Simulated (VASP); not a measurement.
# LaB6 (Pm-3m) in VASP: a series of runs

The runs below take LaB6 through single point, with r2SCAN+D3(BJ).

Program: VASP 6.6.1. These are calculated values, not measurements. Logs are shortened: lines on timing, memory, paths and dates and some standing lists are left out, and cuts for length are marked.

### Step 1. The cell of the first run

Symmetry: Pm-3m, No. 221, cubic system. Conventional cell: a = 4.114 Å, b = 4.114 Å, c = 4.114 Å, α = 90.00°, β = 90.00°, γ = 90.00°. Within 4.2 Å of La (site symmetry m-3m) lie 24 B at 3.02 Å and 6 La at 4.11 Å. Within 2.2 Å of B (site symmetry 4mm) lie 5 B at 1.64 to 1.75 Å.

### Step 2. Single point, r2SCAN+D3(BJ) (9.95 Å³/atom)

POSCAR reads:

```
LaB6
1.0
    4.1137970424      0.0000000000      0.0000000000
    0.0000000000      4.1137970424      0.0000000000
    0.0000000000      0.0000000000      4.1137970424
La B
1 6
Direct
    0.0000000000      0.0000000000      0.0000000000
    0.1995568270      0.5000000000      0.5000000000
    0.8004431730      0.5000000000      0.5000000000
    0.5000000000      0.5000000000      0.1995568270
    0.5000000000      0.5000000000      0.8004431730
    0.5000000000      0.1995568270      0.5000000000
    0.5000000000      0.8004431730      0.5000000000
```

INCAR.step1 reads:

```
SYSTEM = LaB6
  ALGO = Normal
  EDIFF = 1E-4
  ENCUT = 520
  GGA = PE
  ISMEAR = 0
  LASPH = .TRUE.
  LCHARG = .FALSE.
  LREAL = .FALSE.
  LWAVE = .TRUE.
  NBANDS = 24
  NELM = 80
  PREC = Accurate
  SIGMA = 0.05
```

INCAR.step2 reads:

```
SYSTEM = LaB6
  ALGO = Normal
  EDIFF = 1E-7
  ENCUT = 520
  ISIF = 2
  ISMEAR = 0
  ISTART = 1
  IVDW = 12
  LASPH = .TRUE.
  LCHARG = .FALSE.
  LMIXTAU = .TRUE.
  LREAL = .FALSE.
  LWAVE = .FALSE.
  METAGGA = R2SCAN
  NBANDS = 24
  NELM = 80
  PREC = Accurate
  SIGMA = 0.05
  VDW_A1 = 0.49484001
  VDW_A2 = 5.73083694
  VDW_S6 = 1.0
  VDW_S8 = 0.78981345
```

KPOINTS reads:

```
k-points
0
G
  6 6 6
  0 0 0
```

Potentials or basis: VASP PAW PBE potentials, release 64 (La, B).

Launch:

```console
$ cat potpaw_PBE.64/La/POTCAR potpaw_PBE.64/B/POTCAR > POTCAR
$ cp INCAR.step1 INCAR
$ mpirun -np 1 vasp_std > vasp.out
$ cp INCAR.step2 INCAR
$ mpirun -np 1 vasp_std > vasp.out
```

OUTCAR:

```text
SYSTEM = LaB6
   EDIFF = 1E-7
   ENCUT = 520
   ISIF = 2
   ISMEAR = 0
   ISTART = 1
   IVDW = 12
   LASPH = .TRUE.
   LREAL = .FALSE.
   METAGGA = R2SCAN
   NELM = 80
   PREC = Accurate
 IVDW          = 12

 ion  position               nearest neighbor table
   1  0.000  0.000  0.000-
   2  0.200  0.500  0.500-   3 1.64   4 1.75   5 1.75   6 1.75   7 1.75
   3  0.800  0.500  0.500-   2 1.64   4 1.75   5 1.75   6 1.75   7 1.75
   4  0.500  0.500  0.200-   5 1.64   3 1.75   2 1.75   6 1.75   7 1.75
   5  0.500  0.500  0.800-   4 1.64   3 1.75   2 1.75   6 1.75   7 1.75
   6  0.500  0.200  0.500-   7 1.64   3 1.75   4 1.75   5 1.75   2 1.75
   7  0.500  0.800  0.500-   6 1.64   3 1.75   4 1.75   5 1.75   2 1.75

  LATTYP: Found a simple cubic cell.
 ALAT       =     4.1137970424

  Lattice vectors:

 A1 = (   4.1137970424,   0.0000000000,   0.0000000000)
 A2 = (   0.0000000000,   4.1137970424,   0.0000000000)
 A3 = (   0.0000000000,   0.0000000000,   4.1137970424)

Analysis of symmetry for initial positions (statically):
=====================================================================
 Subroutine PRICEL returns:
 Original cell was already a primitive cell.

 Routine SETGRP: Setting up the symmetry group for a
 simple cubic supercell.

 Subroutine GETGRP returns: Found 48 space group operations
 (whereof 48 operations were pure point group operations)
 out of a pool of 48 trial point group operations.

The static configuration has the point symmetry O_h .

Analysis of symmetry for dynamics (positions and initial velocities):
=====================================================================
 Subroutine PRICEL returns:
 Original cell was already a primitive cell.

 Routine SETGRP: Setting up the symmetry group for a
 simple cubic supercell.

 Subroutine GETGRP returns: Found 48 space group operations
 (whereof 48 operations were pure point group operations)
 out of a pool of 48 trial point group operations.

The dynamic configuration has the point symmetry O_h .

 Subroutine INISYM returns: Found 48 space group operations
 (whereof 48 operations are pure point group operations),
 and found     1 'primitive' translations

----------------------------------------------------------------------------------------

                                     Primitive cell

  volume of cell :      69.6191

  direct lattice vectors                    reciprocal lattice vectors
     4.113797042  0.000000000  0.000000000     0.243084428  0.000000000  0.000000000
     0.000000000  4.113797042  0.000000000     0.000000000  0.243084428  0.000000000
     0.000000000  0.000000000  4.113797042     0.000000000  0.000000000  0.243084428

  length of vectors
     4.113797042  4.113797042  4.113797042     0.243084428  0.243084428  0.243084428

  position of ions in fractional coordinates (direct lattice)
     0.000000000  0.000000000  0.000000000
     0.199556827  0.500000000  0.500000000
     0.800443173  0.500000000  0.500000000
     0.500000000  0.500000000  0.199556827
     0.500000000  0.500000000  0.800443173
     0.500000000  0.199556827  0.500000000
     0.500000000  0.800443173  0.500000000

  ion indices of the primitive-cell ions
   primitive index   ion index
                 1           1
                 2           2
                 3           3
                 4           4
                 5           5
                 6           6
                 7           7

----------------------------------------------------------------------------------------

 KPOINTS: k-points

Automatic generation of k-mesh.
 Grid dimensions read from file:
 generate k-points for:    6    6    6

 Generating k-lattice:

  Cartesian coordinates                     Fractional coordinates (reciprocal lattice)
     0.040514071  0.000000000  0.000000000     0.166666667  0.000000000  0.000000000
     0.000000000  0.040514071  0.000000000     0.000000000  0.166666667  0.000000000
     0.000000000  0.000000000  0.040514071     0.000000000  0.000000000  0.166666667

  Length of vectors
     0.040514071  0.040514071  0.040514071

  Shift w.r.t. Gamma in fractional coordinates (k-lattice)
     0.000000000  0.000000000  0.000000000

 Subroutine IBZKPT returns following result:
 ===========================================

 Found     20 irreducible k-points:

 Following reciprocal coordinates:
            Coordinates               Weight
  0.000000  0.000000  0.000000      1.000000
  0.166667  0.000000  0.000000      6.000000
  0.333333  0.000000  0.000000      6.000000
  0.500000  0.000000  0.000000      3.000000
  0.166667  0.166667  0.000000     12.000000
  0.333333  0.166667  0.000000     24.000000
[... 12 lines left out ...]
  0.500000  0.500000  0.333333      6.000000
  0.500000  0.500000  0.500000      1.000000
   k-points           NKPTS =     20   k-points in BZ     NKDIM =     20   number of bands    NBANDS=     24
   number of dos      NEDOS =    301   number of ions     NIONS =      7
   total plane-waves  NPLWV =  32768
   dimension x,y,z NGX =    32 NGY =   32 NGZ =   32
   dimension x,y,z NGXF=    64 NGYF=   64 NGZF=   64
   ions per type =               1   6
   NGX,Y,Z   is equivalent  to a cutoff of  12.93, 12.93, 12.93 a.u.
   NGXF,Y,Z  is equivalent  to a cutoff of  25.86, 25.86, 25.86 a.u.
 SYSTEM =  LaB6
   PREC   = accura    normal or accurate (medium, high low for compatibility)
   ISTART =      1    job   : 0-new  1-cont  2-samecut
   ICHARG =      0    charge: 1-file 2-atom 10-const
   ISPIN  =      1    spin polarized calculation?
   LNONCOLLINEAR =      F non collinear calculations
   LSORBIT =      F    spin-orbit coupling
   LASPH  =      T    aspherical Exc in radial PAW
   ENCUT  =  520.0 eV  38.22 Ry    6.18 a.u.   7.65  7.65  7.65*2*pi/ulx,y,z
   NELM   =     80;   NELMIN=  2; NELMDL=  0     # of ELM steps
   EDIFF  = 0.1E-06   stopping-criterion for ELM
   LREAL  =      F    real-space projection
   EDIFFG = 0.1E-05   stopping-criterion for IOM
   NSW    =      0    number of steps for IOM
   IBRION =     -1    ionic relax: 0-MD 1-quasi-New 2-CG
   NFREE  =      0    steps in history (QN), initial steepest desc. (CG)
   ISIF   =      2    stress and relaxation
   ISYM   =      2    0-nonsym 1-usesym 2-fastsym
   POTIM  = 0.5000    time-step for ionic-motion
   TEBEG  =    0.0;   TEEND  =   0.0 temperature during run
   PSTRESS=    0.0 pullay stress
   NELECT =      29.0000    total number of electrons
   NUPDOWN=      -1.0000    fix difference up-down
   EMIN   =  10.00;   EMAX   =-10.00  energy-range for DOS
   EFERMI =   0.00;   METHOD = LEGACY
   ISMEAR =     0;   SIGMA  =   0.05  broadening in eV -4-tet -1-fermi 0-gaus
   EFERMI_NEDOS =   21; number of points for ismear=-14 and -15
   IALGO  =     38    algorithm
   IMIX   =      4    mixing-type and parameters
     AMIX     =   0.40;   BMIX     =  1.00
     AMIX_MAG =   1.60;   BMIX_MAG =  1.00
  volume/ion in A,a.u.               =       9.95        67.12
  Fermi-wavevector in a.u.,A,eV,Ry     =   1.222638  2.310451 20.338590  1.494844
  Thomas-Fermi vector in A             =   2.357778
   LORBIT       =      0    0 simple, 1 ext, 2 COOP (PROOUT), +10 PAW based schemes
   METAGGA = R2SCAN    functional components
   LHFCALC =     F    Hartree Fock is set to
   AEXX    =    0.0000 exact exchange contribution
   IVDW    =    12    specifies the selected vdW correction
   LEPSILON=     F    determine dielectric tensor
   LRPA    =     F    only Hartree local field effects (RPA)
 non-spin polarized calculation
 Gauss-broadening in eV      SIGMA  =   0.05
  energy-cutoff  :      520.00
  volume of cell :       69.62
 maximum number of plane-waves:      1924
 NGX is ok and might be reduce to    32
   NGX = 15   NGY = 15   NGZ = 15

 number of electron      29.0000001 magnetization

 Free energy of the ion-electron system (eV)
  ---------------------------------------------------
  ext. energy  EPLUGINS =         0.00000000
  ---------------------------------------------------
  free energy    TOTEN  =       -78.17667741 eV

  energy without entropy =      -78.17474665  energy(sigma->0) =      -78.17571203

 E-fermi :   9.0898     XC(G=0): -12.0748

 val. band max:        9.0732560908   @ k =   0.5000   0.3333   0.0000
 cond. band min:       9.1420775801   @ k =   0.1667   0.1667   0.0000
 fundamental gap:      0.0688214893
 Fermi energy:         9.0898247214

 k-point     1 :       0.0000    0.0000    0.0000
  band No.  band energies     occupation
      1     -25.2726      2.00000
      2      -8.5927      2.00000
      3      -8.5927      2.00000
      4      -8.5927      2.00000
      5      -7.7551      2.00000
      6       0.4938      2.00000
[... 16 lines left out ...]
     23      11.4154      0.00000
     24      12.5553      0.00000

 k-point     2 :       0.1667    0.0000    0.0000
  band No.  band energies     occupation
      1     -25.2653      2.00000
      2      -8.9466      2.00000
      3      -8.5690      2.00000
      4      -8.5690      2.00000
      5      -7.3827      2.00000
      6      -0.7829      2.00000
[... 16 lines left out ...]
     23      11.5964      0.00000
     24      12.3504      0.00000

 k-point     3 :       0.3333    0.0000    0.0000
  band No.  band energies     occupation
      1     -25.2506      2.00000
      2      -9.3850      2.00000
      3      -8.5208      2.00000
      4      -8.5208      2.00000
      5      -6.8627      2.00000
      6      -1.9916      2.00000
[... 16 lines left out ...]
     23      11.6089      0.00000
     24      11.6089      0.00000
[... 406 lines left out ...]
 k-point    19 :       0.5000    0.5000    0.3333
  band No.  band energies     occupation
      1     -25.1954      2.00000
      2      -8.9401      2.00000
      3      -8.9401      2.00000
      4      -8.7809      2.00000
      5      -6.9182      2.00000
      6      -1.7066      2.00000
[... 16 lines left out ...]
     23      13.2952      0.00000
     24      13.3146      0.00000

 k-point    20 :       0.5000    0.5000    0.5000
  band No.  band energies     occupation
      1     -25.1887      2.00000
      2      -8.8929      2.00000
      3      -8.8929      2.00000
      4      -8.8929      2.00000
      5      -6.8178      2.00000
      6      -1.8847      2.00000
[... 16 lines left out ...]
     23      13.6376      0.00000
     24      13.9045      0.00000

------------------------ aborting loop because EDIFF is reached ----------------------------------------

 Edisp (eV)   -0.86957

 E8    (eV) :    -0.2826

  FORCE on cell =-STRESS in cart. coord.  units (eV):
  Direction    XX          YY          ZZ          XY          YZ          ZX
  --------------------------------------------------------------------------------------
  -------------------------------------------------------------------------------------
  Total       1.40308     1.40308     1.40308     0.00000    -0.00000     0.00000
  in kB      32.28980    32.28980    32.28980     0.00000    -0.00000     0.00000
  external pressure =       32.29 kB  Pullay stress =        0.00 kB

 VOLUME and BASIS-vectors are now :
 -----------------------------------------------------------------------------
  energy-cutoff  :      520.00
  volume of cell :       69.62
      direct lattice vectors                 reciprocal lattice vectors
     4.113797042  0.000000000  0.000000000     0.243084428  0.000000000  0.000000000
     0.000000000  4.113797042  0.000000000     0.000000000  0.243084428  0.000000000
     0.000000000  0.000000000  4.113797042     0.000000000  0.000000000  0.243084428

 POSITION                                       TOTAL-FORCE (eV/Angst)
 -----------------------------------------------------------------------------------
      0.00000      0.00000      0.00000         0.000000      0.000000      0.000000
      0.82094      2.05690      2.05690        -0.026706     -0.000000      0.000000
      3.29286      2.05690      2.05690         0.026706      0.000000     -0.000000
      2.05690      2.05690      0.82094        -0.000000     -0.000000     -0.026706
      2.05690      2.05690      3.29286         0.000000      0.000000      0.026706
      2.05690      0.82094      2.05690        -0.000000     -0.026706     -0.000000
      2.05690      3.29286      2.05690         0.000000      0.026706      0.000000
 -----------------------------------------------------------------------------------
    total drift:                               -0.000000     -0.000000      0.000000

  FREE ENERGIE OF THE ION-ELECTRON SYSTEM (eV)
  ---------------------------------------------------
  free  energy   TOTEN  =       -79.0462431522 eV

  energy  without entropy=      -79.0443123953  energy(sigma->0) =      -79.04527777
```

Run time: 66 s. Hardware: 1 thread of Intel Xeon 6975P-C (Granite Rapids), shared host; peak memory 0.21 GiB.

What came out:

* Free energy: -79.0462 eV
* Pressure: 3.2 GPa
* Largest force: 0.027 eV/Å
* Band gap on the k mesh: zero (an odd number of electrons rules out a gap without spin polarisation)
* Dispersion energy per atom: -0.124 eV

Forces on the atoms (eV/Å):
```
La   0.000  0.000  0.000
B   -0.027  0.000  0.000
B    0.027  0.000  0.000
B    0.000  0.000 -0.027
B    0.000  0.000  0.027
B    0.000 -0.027  0.000
B    0.000  0.027  0.000
```

Caveat: three body term missing; the cell stands under pressure; the PAW data sets were made with another functional, which shifts forces and pressure a little; spin-orbit coupling is left out, which moves the levels of the heavy elements.

### Step 3. Single point, r2SCAN+D3(BJ) (9.95 Å³/atom)

POSCAR reads:

```
LaB6
1.0
    4.1137970424      0.0000000000      0.0000000000
    0.0000000000      4.1137970424      0.0000000000
    0.0000000000      0.0000000000      4.1137970424
La B
1 6
Direct
    0.0000000000      0.0000000000      0.0000000000
    0.1997904289      0.5000000000      0.5000000000
    0.8002095711      0.5000000000      0.5000000000
    0.5000000000      0.5000000000      0.1997904289
    0.5000000000      0.5000000000      0.8002095711
    0.5000000000      0.1997904289      0.5000000000
    0.5000000000      0.8002095711      0.5000000000
```

INCAR.step1 reads:

```
SYSTEM = LaB6
  PREC = Accurate
  ENCUT = 520
  ISMEAR = 0
  SIGMA = 0.05
  LREAL = .FALSE.
  LASPH = .TRUE.
  NELM = 60
  NBANDS = 24
  GGA = PE
  ALGO = Normal
  EDIFF = 1E-4
  LWAVE = .TRUE.
  LCHARG = .FALSE.
```

INCAR.step2 reads:

```
SYSTEM = LaB6
  PREC = Accurate
  ENCUT = 520
  EDIFF = 1E-7
  ISMEAR = 0
  SIGMA = 0.05
  LREAL = .FALSE.
  LASPH = .TRUE.
  NELM = 60
  ALGO = Normal
  ISIF = 2
  LWAVE = .FALSE.
  LCHARG = .FALSE.
  METAGGA = R2SCAN
  LMIXTAU = .TRUE.
  IVDW = 12
  VDW_S6 = 1.0
  VDW_S8 = 0.78981345
  VDW_A1 = 0.49484001
  VDW_A2 = 5.73083694
  NBANDS = 24
  ISTART = 1
```

KPOINTS reads:

```
Automatic mesh
0
G
  6 6 6
  0 0 0
```

Potentials or basis: VASP PAW PBE potentials, release 64 (La, B).

Launch:

```console
$ cat potpaw_PBE.64/La/POTCAR potpaw_PBE.64/B/POTCAR > POTCAR
$ cp INCAR.step1 INCAR
$ mpirun -np 1 vasp_std > vasp.out
$ cp INCAR.step2 INCAR
$ mpirun -np 1 vasp_std > vasp.out
```

OUTCAR:

```text
SYSTEM = LaB6
   PREC = Accurate
   ENCUT = 520
   EDIFF = 1E-7
   ISMEAR = 0
   LREAL = .FALSE.
   LASPH = .TRUE.
   NELM = 60
   ISIF = 2
   METAGGA = R2SCAN
   IVDW = 12
   ISTART = 1
 IVDW          = 12

 ion  position               nearest neighbor table
   1  0.000  0.000  0.000-
   2  0.200  0.500  0.500-   3 1.64   4 1.75   5 1.75   6 1.75   7 1.75
   3  0.800  0.500  0.500-   2 1.64   4 1.75   5 1.75   6 1.75   7 1.75
   4  0.500  0.500  0.200-   5 1.64   3 1.75   2 1.75   6 1.75   7 1.75
   5  0.500  0.500  0.800-   4 1.64   3 1.75   2 1.75   6 1.75   7 1.75
[... 748 lines left out ...]
  -------------------------------------------------------------------------------------
  Total       1.42637     1.42637     1.42637    -0.00000    -0.00000     0.00000
  in kB      32.82583    32.82583    32.82583    -0.00000    -0.00000     0.00000
  external pressure =       32.83 kB  Pullay stress =        0.00 kB

 VOLUME and BASIS-vectors are now :
 -----------------------------------------------------------------------------
  energy-cutoff  :      520.00
  volume of cell :       69.62
      direct lattice vectors                 reciprocal lattice vectors
     4.113797042  0.000000000  0.000000000     0.243084428  0.000000000  0.000000000
     0.000000000  4.113797042  0.000000000     0.000000000  0.243084428  0.000000000
     0.000000000  0.000000000  4.113797042     0.000000000  0.000000000  0.243084428

 POSITION                                       TOTAL-FORCE (eV/Angst)
 -----------------------------------------------------------------------------------
      0.00000      0.00000      0.00000         0.000000      0.000000      0.000000
      0.82190      2.05690      2.05690        -0.093315     -0.000000      0.000000
      3.29190      2.05690      2.05690         0.093315      0.000000     -0.000000
      2.05690      2.05690      0.82190         0.000000     -0.000000     -0.093315
      2.05690      2.05690      3.29190        -0.000000      0.000000      0.093315
      2.05690      0.82190      2.05690         0.000000     -0.093315     -0.000000
      2.05690      3.29190      2.05690         0.000000      0.093315      0.000000
 -----------------------------------------------------------------------------------
    total drift:                               -0.000000     -0.000000      0.000000

  FREE ENERGIE OF THE ION-ELECTRON SYSTEM (eV)
  ---------------------------------------------------
  free  energy   TOTEN  =       -79.0458974211 eV

  energy  without entropy=      -79.0439194584  energy(sigma->0) =      -79.04490844
```

Run time: 62 s. Hardware: 1 thread of Intel Xeon 6975P-C (Granite Rapids), shared host; peak memory 0.21 GiB.

Results:

```
Free energy                : -79.0459 eV
Pressure                   : 3.3 GPa
Largest force              : 0.093 eV/Å
Band gap on the k mesh     : zero (an odd number of electrons rules out a gap without spin polarisation)
Dispersion energy per atom : -0.124 eV
```

Forces in eV/Å, atoms in the order of the input:
```
La   0.000  0.000  0.000
B   -0.093  0.000  0.000
B    0.093  0.000  0.000
B    0.000  0.000 -0.093
B    0.000  0.000  0.093
B    0.000 -0.093  0.000
B    0.000  0.093  0.000
```

Levels at points of the mesh, in eV from the Fermi level:
```tsv
k point	band 12	band 13	band 14	band 15	band 16	band 17
(0.00, 0.00, 0.00)	-2.10	-2.10	-2.10	0.18	0.18	0.18
(0.50, 0.00, 0.00)	-3.85	-3.52	-2.69	-1.69	1.64	1.64
(0.50, 0.50, 0.00)	-4.90	-3.19	-3.19	1.16	1.16	2.26
(0.50, 0.50, 0.50)	-2.65	-2.65	-2.65	1.67	2.03	2.03
```

Caveat: three body term missing; the cell stands under pressure; the PAW data sets were made with another functional, which shifts forces and pressure a little; spin-orbit coupling is left out, which moves the levels of the heavy elements.
